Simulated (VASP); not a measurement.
Runs of VASP 6.6.1 on Sb. The structure is that of space group P6_3/mmc (No. 194), or close to it. The cells are those of the table. 

```csv
cell,k mesh,gap on the mesh (eV),pressure (GPa)
"a = 3.293, b = 3.293, c = 5.455 Å, angles 90.0, 90.0, 120.0°, 2 atoms",12 × 12 × 7,none,5.6
"a = 3.386, b = 3.386, c = 5.609 Å, angles 90.0, 90.0, 120.0°, 2 atoms",18 × 18 × 9,none,0.0
"a = 3.340, b = 3.340, c = 5.533 Å, angles 90.0, 90.0, 120.0°, 2 atoms",12 × 12 × 7,none,(b)
"a = 3.245, b = 3.245, c = 5.375 Å, angles 90.0, 90.0, 120.0°, 2 atoms",12 × 12 × 7,none,(a)
"a = 3.474, b = 3.474, c = 5.755 Å, angles 90.0, 90.0, 120.0°, 2 atoms",12 × 12 × 7,none,-3.6
```

Alike in all rows: task single point; level revPBE; potentials or basis VASP PAW PBE potentials, release 64 (Sb); no spin polarisation; cutoff (eV) 520; smearing fermi-dirac 0.1 eV.

**Question.** Estimate the missing entries.

**Answer.** (a) 9.6; (b) 2.5.

Caveats: the PAW data sets were made with another functional, which shifts forces and pressure a little; spin-orbit coupling is left out, which moves the levels of the heavy elements.

A k mesh can miss the band edges, and the runs leave out spin-orbit coupling on Sb.

A gap of «none» marks levels without a gap at the run's occupations.
